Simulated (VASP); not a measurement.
Set up this calculation in VASP 6.6.1, as the native input.

| Property | Result |
| --- | --- |
| Task | single point |
| Functional | PBE |
| Potentials or basis | VASP PAW PBE potentials, release 64 (Hf_pv, C) |
| Cutoff | 520 eV |
| k mesh | 15 × 15 × 15 |
| Occupations | fermi-dirac, width 0.05 eV |
| Spin | no spin polarisation |
| Dipole correction | no |
| Further INCAR settings | ALGO = Normal; EDIFF = 1e-06; NBANDS = 14 |

The structure of HfC lies in POSCAR:

```
HfC
1.0
    0.0232500000      2.3366250000      2.3366250000
    2.3366250000      0.0232500000      2.3366250000
    2.3366250000      2.3366250000      0.0232500000
Hf C
1 1
Direct
    0.5000000000      0.5000000000      0.5000000000
    0.0000000000      0.0000000000      0.0000000000
```

This cell differs from its parent crystal: equal xy, yz and zx shear strains of +1 %.

These files were run (other wordings do the same):

INCAR

```
SYSTEM = HfC
PREC     = Accurate       ! precision mode
ENCUT    = 520            ! plane-wave cutoff, eV
EDIFF    = 1E-6           ! SCF threshold, eV
ISMEAR   = -1             ! smearing method
SIGMA    = 0.05           ! smearing width, eV
LREAL    = .FALSE.        ! projectors in reciprocal space
LASPH    = .TRUE.         ! aspherical terms in the spheres
NELM     = 100            ! most SCF steps
ALGO     = Normal         ! electronic algorithm
ISIF     = 2              ! what is computed and relaxed
LWAVE    = .FALSE.        ! write WAVECAR
LCHARG   = .FALSE.        ! write CHGCAR
GGA      = PE             ! functional
NBANDS   = 14             ! bands
```

KPOINTS

```
Automatic mesh
0
G
  15 15 15
  0 0 0
```

Potentials or basis: VASP PAW PBE potentials, release 64 (Hf_pv, C).

Launch:

```bash
$ cat potpaw_PBE.64/Hf_pv/POTCAR potpaw_PBE.64/C/POTCAR > POTCAR
$ mpirun -np 1 vasp_std > vasp.out
```

It gave:

- Pressure: -0.4 GPa
- Band gap on the k mesh: zero (band 7 reaches 6.99 eV, above the bottom of band 8 at 5.58 eV)

Caveat: the cell differs from its parent crystal (equal xy, yz and zx shear strains of +1 %); spin-orbit coupling is left out, which moves the levels of the heavy elements.

It took 53 s on 1 thread of Intel(R) Xeon(R) 6975P-C (Granite Rapids) (shared host), peak memory 0.26 GiB.
